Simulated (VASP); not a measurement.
**SrTiO3: single point with PBE**

The system is SrTiO3.

```
Sr Ti O
1.0
     3.97538    0.00000    0.00000
     0.00000    3.97538    0.00000
     0.00000    0.00000    3.97538
Sr Ti O
1 1 3
Direct
  0.50000 0.50000 0.50000
  0.00000 0.00000 0.00000
  0.50000 0.00000 0.00000
  0.00000 0.50000 0.00000
  0.00000 0.00000 0.50000
```

This cell differs from its parent crystal: volume scaled by 1.03.

```yaml
Program: VASP 6.6.1
Task: single point
Functional: PBE
Potentials_or_basis: VASP PAW PBE potentials, release 64 (Sr_sv, Ti_sv, O)
Cutoff: 520 eV
k_mesh: 8 × 8 × 8
Occupations: gaussian, width 0.02 eV
Spin: no spin polarisation
Dipole_correction: no
Further_INCAR_settings: ALGO = Normal; EDIFF = 1e-06; NBANDS = 28
```

The pressure is -4.1 GPa. The band gap on the k mesh is 1.75 eV, indirect (least direct gap 2.14 eV).

Levels at points of the mesh, in eV from the valence-band top:
```
           k point  band 16  band 17  band 18  band 19  band 20  band 21  band 22  band 23  band 24  band 25
(0.00, 0.00, 0.00)    -1.08    -1.08    -0.38    -0.38    -0.38     1.75     1.75     1.75     3.93     3.93
(0.50, 0.00, 0.00)    -2.22    -2.22    -1.83    -0.73    -0.73     1.90     3.51     3.51     3.94     5.99
(0.50, 0.50, 0.00)    -2.66    -1.75    -1.51    -1.51    -0.08     3.51     3.51     3.94     4.83     7.63
(0.50, 0.50, 0.50)    -3.58    -3.58     0.00     0.00     0.00     4.13     4.13     4.13     6.73     6.73
```

Run time: 64 s on 1 thread of Intel(R) Xeon(R) Platinum 8259CL CPU @ 2.50GHz (Skylake/Cascade Lake), on a shared host, peak memory 0.21 GiB.

 A k mesh can miss the band edges.
